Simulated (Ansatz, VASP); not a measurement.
**Sb in VASP and in Ansatz**

```
CELL_PARAMETERS angstrom
3.43508 0.00000 0.00000
-1.71754 2.97486 0.00000
0.00000 0.00000 5.43454
ATOMIC_POSITIONS crystal
Sb 0.33333 0.66667 0.25000
Sb 0.66667 0.33333 0.75000
```

Change from the starting cell: volume scaled by 1.06.

Alike in both runs: task single point; functional PBEsol; k mesh 12 × 12 × 7; occupations fermi-dirac, width 0.05 eV; no spin polarisation.

|  | VASP | Ansatz |
| --- | --- | --- |
| version | VASP 6.6.1 | Ansatz 0.2.0 |
| potentials or method | VASP PAW PBE potentials, release 64 (Sb), cutoff 520 eV | all-electron LAPW, scalar-relativistic |

```csv
,VASP,Ansatz,Ansatz less VASP
pressure (GPa),-3.7,-3.7,+0.04
"traceless stress, the component that is largest in VASP (GPa)",-0.75,-0.74,+0.003
```

VASP's potentials were made for PBE, not for PBEsol. Ansatz ran all-electron here, and VASP with PAW potentials.

Spin-orbit coupling is off throughout.
